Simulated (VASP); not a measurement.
# V (Im-3m) in VASP: settings compared

V is run at these levels: PBEsol-based global hybrid, LDA; tasks: single point.

Program: VASP 6.6.1. These are calculated values, not measurements. Logs are shortened: lines on timing, memory, paths and dates and some standing lists are left out, and cuts for length are marked.

### Step 1. The cell of the first run

It takes space group Im-3m (No. 229, cubic). The conventional cell has a = 2.957 Å, b = 2.957 Å, c = 2.957 Å, α = 90.00°, β = 90.00°, γ = 90.00°. V (site symmetry m-3m) has 14 V at 2.56 to 2.96 Å within 3.4 Å.

### Step 2. Single point, PBEsol-based global hybrid, collinear spin, ferromagnetic start

Input file POSCAR:

```
V
1.0
   -1.4785522804      1.4785522804      1.4785522804
    1.4785522804     -1.4785522804      1.4785522804
    1.4785522804      1.4785522804     -1.4785522804
V
1
Direct
    0.0000000000      0.0000000000      0.0000000000
```

Input file INCAR.step1:

```
PREC = Accurate
ENCUT = 520
EDIFF = 1E-5
ISMEAR = -1
SIGMA = 0.05
LREAL = F
LASPH = T
NELM = 150
ALGO = Normal
ISIF = 2
LWAVE = T
LCHARG = F
ISPIN = 2
MAGMOM = 2
LORBIT = 11
LMAXMIX = 4
NBANDS = 16
GGA = PE
```

Input file INCAR.step2:

```
PREC = Accurate
ENCUT = 520
EDIFF = 1E-6
ISMEAR = -1
SIGMA = 0.05
LREAL = F
LASPH = T
NELM = 150
ALGO = Normal
ISIF = 2
LWAVE = F
LCHARG = F
ISPIN = 2
MAGMOM = 2
LORBIT = 11
LMAXMIX = 4
GGA = PS
LHFCALC = T
AEXX = 0.25
PRECFOCK = Normal
NBANDS = 16
ISTART = 1
```

Input file KPOINTS:

```
Automatic mesh
0
Gamma
  6 6 6
```

Potentials or basis: VASP PAW PBE potentials, release 64 (V_sv).

The run is started by

```sh
> cat potpaw_PBE.64/V_sv/POTCAR > POTCAR
> cp INCAR.step1 INCAR
> mpirun -np 1 vasp_std > vasp.out
> cp INCAR.step2 INCAR
> mpirun -np 1 vasp_std > vasp.out
```

OUTCAR:

```text
PREC = Accurate
   ENCUT = 520
   EDIFF = 1E-6
   ISMEAR = -1
   LREAL = F
   LASPH = T
   NELM = 150
   ISIF = 2
   ISPIN = 2
   LORBIT = 11
   GGA = PS
   LHFCALC = T
   AEXX = 0.25
   PRECFOCK = Normal
   ISTART = 1

 ion  position               nearest neighbor table
   1  0.000  0.000  0.000-

  LATTYP: Found a body centered cubic cell.
 ALAT       =     2.9571045608

  Lattice vectors:

 A1 = (  -1.4785522804,   1.4785522804,   1.4785522804)
 A2 = (   1.4785522804,  -1.4785522804,   1.4785522804)
 A3 = (   1.4785522804,   1.4785522804,  -1.4785522804)

Analysis of symmetry for initial positions (statically):
=====================================================================
 Subroutine PRICEL returns:
 Original cell was already a primitive cell.

 Routine SETGRP: Setting up the symmetry group for a
 body centered cubic supercell.

 Subroutine GETGRP returns: Found 48 space group operations
 (whereof 48 operations were pure point group operations)
 out of a pool of 48 trial point group operations.

The static configuration has the point symmetry O_h .

Analysis of symmetry for dynamics (positions and initial velocities):
=====================================================================
 Subroutine PRICEL returns:
 Original cell was already a primitive cell.

 Routine SETGRP: Setting up the symmetry group for a
 body centered cubic supercell.

 Subroutine GETGRP returns: Found 48 space group operations
 (whereof 48 operations were pure point group operations)
 out of a pool of 48 trial point group operations.

The dynamic configuration has the point symmetry O_h .

Analysis of structural, dynamic, and magnetic symmetry:
=====================================================================
 Subroutine PRICEL returns:
 Original cell was already a primitive cell.

 Routine SETGRP: Setting up the symmetry group for a
 body centered cubic supercell.

 Subroutine GETGRP returns: Found 48 space group operations
 (whereof 48 operations were pure point group operations)
 out of a pool of 48 trial point group operations.

The overall configuration has the point symmetry O_h .

 Subroutine INISYM returns: Found 48 space group operations
 (whereof 48 operations are pure point group operations),
 and found     1 'primitive' translations

----------------------------------------------------------------------------------------

                                     Primitive cell

  volume of cell :      12.9292

  direct lattice vectors                    reciprocal lattice vectors
    -1.478552280  1.478552280  1.478552280     0.000000000  0.338168631  0.338168631
     1.478552280 -1.478552280  1.478552280     0.338168631  0.000000000  0.338168631
     1.478552280  1.478552280 -1.478552280     0.338168631  0.338168631  0.000000000

  length of vectors
     2.560927671  2.560927671  2.560927671     0.478242664  0.478242664  0.478242664

  position of ions in fractional coordinates (direct lattice)
     0.000000000  0.000000000  0.000000000

  ion indices of the primitive-cell ions
   primitive index   ion index
                 1           1

----------------------------------------------------------------------------------------

 KPOINTS: Automatic mesh

Automatic generation of k-mesh.
 Grid dimensions read from file:
 generate k-points for:    6    6    6

 Generating k-lattice:

  Cartesian coordinates                     Fractional coordinates (reciprocal lattice)
     0.000000000  0.056361438  0.056361438     0.166666667  0.000000000  0.000000000
     0.056361438  0.000000000  0.056361438     0.000000000  0.166666667  0.000000000
     0.056361438  0.056361438  0.000000000     0.000000000  0.000000000  0.166666667

  Length of vectors
     0.079707111  0.079707111  0.079707111

  Shift w.r.t. Gamma in fractional coordinates (k-lattice)
     0.000000000  0.000000000  0.000000000

 Subroutine IBZKPT returns following result:
 ===========================================

 Found     16 irreducible k-points:

 Following reciprocal coordinates:
[... 53 lines left out ...]
  band No.  band energies     occupation
      1     -58.9013      1.00000
      2     -31.7657      1.00000
      3     -31.5642      1.00000
      4     -31.4823      1.00000
      5       6.3198      1.00000
      6       6.4544      1.00000
[... 8 lines left out ...]
     15      37.2199      0.00000
     16      43.3792      0.00000

 k-point    16 :       0.5000    0.5000    0.5000
  band No.  band energies     occupation
      1     -58.8577      1.00000
      2     -31.6653      1.00000
      3     -31.6653      1.00000
      4     -31.6653      1.00000
      5       5.6768      1.00000
      6       5.6768      1.00000
[... 8 lines left out ...]
     15      34.3128      0.00000
     16      44.2743      0.00000
 Fermi energy:        10.2494356796

 spin component 2

 k-point     1 :       0.0000    0.0000    0.0000
  band No.  band energies     occupation
      1     -58.5951      1.00000
      2     -30.1561      1.00000
      3     -30.1561      1.00000
      4     -30.1561      1.00000
      5       2.0865      1.00000
      6      12.0066      0.00000
[... 8 lines left out ...]
     15      40.3373      0.00000
     16      45.4498      0.00000

 k-point     2 :       0.1667    0.0000    0.0000
  band No.  band energies     occupation
      1     -58.5328      1.00000
      2     -30.4512      1.00000
      3     -30.2411      1.00000
      4     -30.1586      1.00000
      5       3.3455      1.00000
      6      11.3057      0.00000
[... 8 lines left out ...]
     15      40.0203      0.00000
     16      40.3776      0.00000

 k-point     3 :       0.3333    0.0000    0.0000
  band No.  band energies     occupation
      1     -58.4067      1.00000
      2     -31.0191      1.00000
      3     -30.4056      1.00000
      4     -30.1615      1.00000
      5       5.6843      1.00000
      6       9.4592      1.00000
[... 8 lines left out ...]
     15      39.3936      0.00000
     16      42.2212      0.00000
[... 210 lines left out ...]
 k-point    15 :       0.5000    0.5000    0.3333
  band No.  band energies     occupation
      1     -58.2184      1.00000
      2     -30.9924      1.00000
      3     -30.7937      1.00000
      4     -30.7169      1.00000
      5       6.6805      1.00000
      6       6.8396      1.00000
[... 8 lines left out ...]
     15      37.5966      0.00000
     16      44.2133      0.00000

 k-point    16 :       0.5000    0.5000    0.5000
  band No.  band energies     occupation
      1     -58.1766      1.00000
      2     -30.8904      1.00000
      3     -30.8904      1.00000
      4     -30.8904      1.00000
      5       6.0139      1.00000
      6       6.0139      1.00000
[... 8 lines left out ...]
     15      34.6482      0.00000
     16      45.1693      0.00000

------------------------ aborting loop because EDIFF is reached ----------------------------------------

  FORCE on cell =-STRESS in cart. coord.  units (eV):
  Direction    XX          YY          ZZ          XY          YZ          ZX
  --------------------------------------------------------------------------------------
  -------------------------------------------------------------------------------------
  Total       -0.1382662     -0.1382662     -0.1382662      0.0000000     -0.0000000      0.0000000
  in kB      -17.1339075    -17.1339075    -17.1339075      0.0000000     -0.0000000      0.0000000
  external PRESSURE =     -17.1339075 kB  Pullay stress =       0.0000000 kB

 VOLUME and BASIS-vectors are now :
 -----------------------------------------------------------------------------
  energy-cutoff  :      520.00
  volume of cell :       12.93
      direct lattice vectors                 reciprocal lattice vectors
    -1.478552280  1.478552280  1.478552280     0.000000000  0.338168631  0.338168631
     1.478552280 -1.478552280  1.478552280     0.338168631  0.000000000  0.338168631
     1.478552280  1.478552280 -1.478552280     0.338168631  0.338168631  0.000000000

 POSITION                                       TOTAL-FORCE (eV/Angst)
 -----------------------------------------------------------------------------------
      0.00000      0.00000      0.00000        -0.000000      0.000000      0.000000
 -----------------------------------------------------------------------------------
    total drift:                                0.000000      0.000000      0.000000

  FREE ENERGIE OF THE ION-ELECTRON SYSTEM (eV)
  ---------------------------------------------------
  free  energy   TOTEN  =       -12.5096041104 eV

  energy  without entropy=      -12.5058797300  energy(sigma->0) =      -12.50774192

 total charge

# of ion       s       p       d       tot
------------------------------------------
    1        2.358   6.262   3.068  11.688

 magnetization (x)

# of ion       s       p       d       tot
------------------------------------------
    1        0.010   0.067   0.571   0.647
```

It took 30 min on 1 thread of Intel Xeon Platinum 8259CL at 2.50GHz (Skylake/Cascade Lake), shared host; peak memory 0.14 GiB.

What came out:

| Item | Value |
| --- | --- |
| Free energy | -12.5096 eV |
| Pressure | -1.7 GPa |
| Net moment | 0.78 μB per cell |
| Site moments | V +0.65 μB |
| Valence electrons inside the program's atomic spheres | V 11.69 |

Caveat: the k points lie up to 0.50 Å⁻¹ apart; the PAW data sets were made with another functional, which shifts forces and pressure a little.

### Step 3. Single point, LDA, collinear spin, ferromagnetic start

This run uses another cell than the first one, of 13.06 Å³/atom, 1.010 times its volume.

Input file INCAR:

```
  PREC = Accurate
  ENCUT = 520
  EDIFF = 1E-6
  ISMEAR = -1
  SIGMA = 0.05
  LREAL = F
  LASPH = T
  NELM = 150
  ALGO = Normal
  ISIF = 2
  LWAVE = F
  LCHARG = F
  ISPIN = 2
  MAGMOM = 2
  LORBIT = 11
  LMAXMIX = 4
  GGA = CA
  NBANDS = 16
```

Input file KPOINTS:

```
Automatic mesh
0
Gamma
  12 12 12
```

Input file POSCAR:

```
V
1.0
   -1.4834362237      1.4834362237      1.4834362237
    1.4834362237     -1.4834362237      1.4834362237
    1.4834362237      1.4834362237     -1.4834362237
V
1
Direct
    0.0000000000      0.0000000000      0.0000000000
```

Potentials or basis: VASP PAW LDA potentials, release 64 (V_sv).

The run is started by

```sh
> cat potpaw_LDA.64/V_sv/POTCAR > POTCAR
> mpirun -np 1 vasp_std > vasp.out
```

Run time: 17 s. Hardware: 1 thread of Intel Xeon Platinum 8488C (Sapphire Rapids), shared host; peak memory 0.13 GiB.

Results (log left out):

| Property | Result |
| --- | --- |
| Free energy | -9.9401 eV |
| Pressure | -7.8 GPa |
| Net moment | 0.00 μB per cell |
| Valence electrons inside the program's atomic spheres | V 11.73 |

Levels at points of the mesh, in eV from the Fermi level:
Spin up:
```tsv
k point	band 4	band 5	band 6	band 7	band 8	band 9
(0.00, 0.00, 0.00)	-36.56	-6.58	0.40	0.40	0.40	2.48
(0.50, 0.00, 0.00)	-36.57	-3.28	-1.21	1.85	2.49	2.86
(0.50, 0.50, 0.50)	-37.26	-3.15	-3.15	3.89	3.89	3.89
```
Spin down:
| k point | band 4 | band 5 | band 6 | band 7 | band 8 | band 9 |
| --- | --- | --- | --- | --- | --- | --- |
| (0.00, 0.00, 0.00) | -36.56 | -6.58 | 0.40 | 0.40 | 0.40 | 2.48 |
| (0.50, 0.00, 0.00) | -36.57 | -3.28 | -1.21 | 1.85 | 2.49 | 2.86 |
| (0.50, 0.50, 0.50) | -37.26 | -3.15 | -3.15 | 3.89 | 3.89 | 3.89 |

### Step 4. Single point, LDA, collinear spin, ferromagnetic start

This run uses another cell than the first one, of 13.34 Å³/atom, 1.031 times its volume.

Input file INCAR:

```
PREC     = Accurate       # precision mode
ENCUT    = 520            # plane-wave cutoff, eV
EDIFF    = 1E-7           # SCF threshold, eV
ISMEAR   = -1             # smearing method
SIGMA    = 0.05           # smearing width, eV
LREAL    = F              # projectors in reciprocal space
LASPH    = T              # aspherical terms in the spheres
NELM     = 150            # most SCF steps
ALGO     = Normal         # electronic algorithm
ISIF     = 2              # what is computed and relaxed
LWAVE    = F              # write WAVECAR
LCHARG   = T              # write CHGCAR
ISPIN    = 2              # spin polarisation
MAGMOM   = 2              # initial moments
LORBIT   = 11             # projections on sites
LMAXMIX  = 4              # l up to which the mixer works
GGA      = CA             # functional
LELF     = T              # ELF
LVHAR    = T            
NBANDS   = 16             # bands
```

KPOINTS is that of step 3.

Input file POSCAR:

```
V
1.0
   -1.4938833019      1.4938833019      1.4938833019
    1.4938833019     -1.4938833019      1.4938833019
    1.4938833019      1.4938833019     -1.4938833019
V
1
Direct
    0.0000000000      0.0000000000      0.0000000000
```

The run is started by

```sh
> cat potpaw_LDA.64/V_sv/POTCAR > POTCAR
> mpirun -np 1 vasp_std > vasp.out
```

Wall time 22 s (1 thread of Intel Xeon Platinum 8488C (Sapphire Rapids), shared host); peak memory 0.13 GiB.

Results (log left out):

| Item | Value |
| --- | --- |
| Free energy | -9.9235 eV |
| Pressure | -11.4 GPa |
| Net moment | 0.00 μB per cell |
| Valence electrons inside the program's atomic spheres | V 11.70 |

Levels at points of the mesh, in eV from the Fermi level:
Spin up:
```csv
k point,band 4,band 5,band 6,band 7,band 8,band 9
"(0.00, 0.00, 0.00)",-36.62,-6.53,0.40,0.40,0.40,2.42
"(0.50, 0.00, 0.00)",-36.63,-3.20,-1.16,1.78,2.43,2.78
"(0.50, 0.50, 0.50)",-37.27,-3.05,-3.05,3.79,3.79,3.79
```
Spin down:
```csv
k point,band 3,band 4,band 5,band 6,band 7,band 8,band 9,band 10
"(0.00, 0.00, 0.00)",-36.62,-36.62,-6.53,0.40,0.40,0.40,2.42,2.42
"(0.50, 0.00, 0.00)",-36.92,-36.63,-3.20,-1.16,1.78,2.43,2.78,4.19
"(0.50, 0.50, 0.50)",-37.27,-37.27,-3.05,-3.05,3.79,3.79,3.79,10.31
```

### Step 5. Single point, LDA, collinear spin, ferromagnetic start

This run uses another cell than the first one, of 13.89 Å³/atom, 1.074 times its volume.

Input file INCAR:

```
ALGO = Normal ; EDIFF = 1E-7
ENCUT = 520 ; ISIF = 2
ISMEAR = -1 ; ISPIN = 2
LASPH = True ; LCHARG = True
LELF = True ; LMAXMIX = 4
LORBIT = 11 ; LREAL = False
LVHAR = True ; LWAVE = False
MAGMOM = 2 ; NBANDS = 16
NELM = 150 ; PREC = Accurate
SIGMA = 0.05
```

Input file KPOINTS:

```
k-points
0
Gamma
  12 12 12
```

Input file POSCAR:

```
V
1.0
   -1.5143500000      1.5143500000      1.5143500000
    1.5143500000     -1.5143500000      1.5143500000
    1.5143500000      1.5143500000     -1.5143500000
V
1
Direct
    0.0000000000      0.0000000000      0.0000000000
```

The run is started by

```sh
> cat potpaw_LDA.64/V_sv/POTCAR > POTCAR
> mpirun -np 1 vasp_std > vasp.out
```

Run time: 19 s. Hardware: 1 thread of Intel Xeon Platinum 8488C (Sapphire Rapids), shared host; peak memory 0.13 GiB.

Results (log left out):

```yaml
Free_energy: -9.8736 eV
Pressure: -17.4 GPa
Net_moment: 0.00 μB per cell
Valence_electrons_inside_the_program's_atomic_spheres: V 11.63
```

Levels at points of the mesh, in eV from the Fermi level:
Spin up:
```tsv
k point	band 3	band 4	band 5	band 6	band 7	band 8	band 9	band 10
(0.00, 0.00, 0.00)	-36.73	-36.73	-6.44	0.39	0.39	0.39	2.31	2.31
(0.50, 0.00, 0.00)	-37.00	-36.74	-3.06	-1.08	1.64	2.31	2.64	3.97
(0.50, 0.50, 0.50)	-37.31	-37.31	-2.87	-2.87	3.59	3.59	3.59	9.94
```
Spin down:
```tsv
k point	band 2	band 3	band 4	band 5	band 6	band 7	band 8	band 9	band 10	band 11
(0.00, 0.00, 0.00)	-36.73	-36.73	-36.73	-6.44	0.39	0.39	0.39	2.31	2.31	20.31
(0.50, 0.00, 0.00)	-37.58	-37.00	-36.74	-3.06	-1.08	1.64	2.31	2.64	3.97	9.82
(0.50, 0.50, 0.50)	-37.31	-37.31	-37.31	-2.87	-2.87	3.59	3.59	3.59	9.94	9.94
```

### Step 6. Single point, LDA, collinear spin, ferromagnetic start

This run uses another cell than the first one, of 14.45 Å³/atom, 1.117 times its volume.

Input file INCAR:

```
SYSTEM = V
ALGO = Normal ; EDIFF = 1E-7
ENCUT = 520 ; GGA = CA
ISIF = 2 ; ISMEAR = -1
ISPIN = 2 ; LASPH = .True.
LCHARG = .True. ; LELF = .True.
LMAXMIX = 4 ; LORBIT = 11
LREAL = .False. ; LVHAR = .True.
LWAVE = .False. ; MAGMOM = 2
NBANDS = 16 ; NELM = 150
PREC = Accurate ; SIGMA = 0.05
```

Input file KPOINTS:

```
k-points
0
Gamma
  12 12 12
  0 0 0
```

Input file POSCAR:

```
V
1.0
   -1.5342779432      1.5342779432      1.5342779432
    1.5342779432     -1.5342779432      1.5342779432
    1.5342779432      1.5342779432     -1.5342779432
V
1
Direct
    0.0000000000      0.0000000000      0.0000000000
```

Potentials or basis: VASP PAW LDA potentials, release 64 (V_sv).

The run is started by

```sh
> cat potpaw_LDA.64/V_sv/POTCAR > POTCAR
> mpirun -np 1 vasp_std > vasp.out
```

Run time: 18 s. Hardware: 1 thread of Intel Xeon Platinum 8488C (Sapphire Rapids), shared host; peak memory 0.13 GiB.

Results (log left out):

* Free energy: -9.8045 eV
* Pressure: -22.4 GPa
* Net moment: 0.00 μB per cell
* Valence electrons inside the program's atomic spheres: V 11.56

Levels at points of the mesh, in eV from the Fermi level:
Spin up:
```
           k point  band 4  band 5  band 6  band 7  band 8  band 9
(0.00, 0.00, 0.00)  -36.84   -6.35    0.38    0.38    0.38    2.20
(0.50, 0.00, 0.00)  -36.85   -2.94   -1.02    1.52    2.19    2.51
(0.50, 0.50, 0.50)  -37.35   -2.70   -2.70    3.41    3.41    3.41
```
Spin down:
| k point | band 3 | band 4 | band 5 | band 6 | band 7 | band 8 | band 9 | band 10 |
| --- | --- | --- | --- | --- | --- | --- | --- | --- |
| (0.00, 0.00, 0.00) | -36.84 | -36.84 | -6.35 | 0.38 | 0.38 | 0.38 | 2.20 | 2.20 |
| (0.50, 0.00, 0.00) | -37.08 | -36.84 | -2.94 | -1.02 | 1.52 | 2.19 | 2.51 | 3.77 |
| (0.50, 0.50, 0.50) | -37.35 | -37.35 | -2.70 | -2.70 | 3.41 | 3.41 | 3.41 | 9.59 |

### Step 7. The runs side by side

| level | potentials or basis | cell | k mesh | grid for exact exchange (PRECFOCK) | share of exact exchange | gap on the mesh (eV) | pressure (GPa) | moment (μB) |
| --- | --- | --- | --- | --- | --- | --- | --- | --- |
| PBEsol-based global hybrid | VASP PAW PBE potentials, release 64 (V_sv) | a = 2.561 Å, angles 109.5°, 1 atom | 6 × 6 × 6 | Normal | 0.25 | none | -1.7 | 0.78 |
| LDA | VASP PAW LDA potentials, release 64 (V_sv) | a = 2.569 Å, angles 109.5°, 1 atom | 12 × 12 × 12 | - | - | none | -7.8 | 0.00 |
| LDA | VASP PAW LDA potentials, release 64 (V_sv) | a = 2.587 Å, angles 109.5°, 1 atom | 12 × 12 × 12 | - | - | none | -11.4 | 0.00 |
| LDA | VASP PAW LDA potentials, release 64 (V_sv) | a = 2.623 Å, angles 109.5°, 1 atom | 12 × 12 × 12 | - | - | none | -17.4 | 0.00 |
| LDA | VASP PAW LDA potentials, release 64 (V_sv) | a = 2.657 Å, angles 109.5°, 1 atom | 12 × 12 × 12 | - | - | none | -22.4 | 0.00 |

Alike in all rows: task single point; spin collinear, ferromagnetic start; cutoff (eV) 520; smearing fermi-dirac 0.05 eV.

Caveats: some runs use coarse meshes; the PAW data sets were made with another functional, which shifts forces and pressure a little (some runs).

Absolute energies hang on the potentials; compare differences alone.
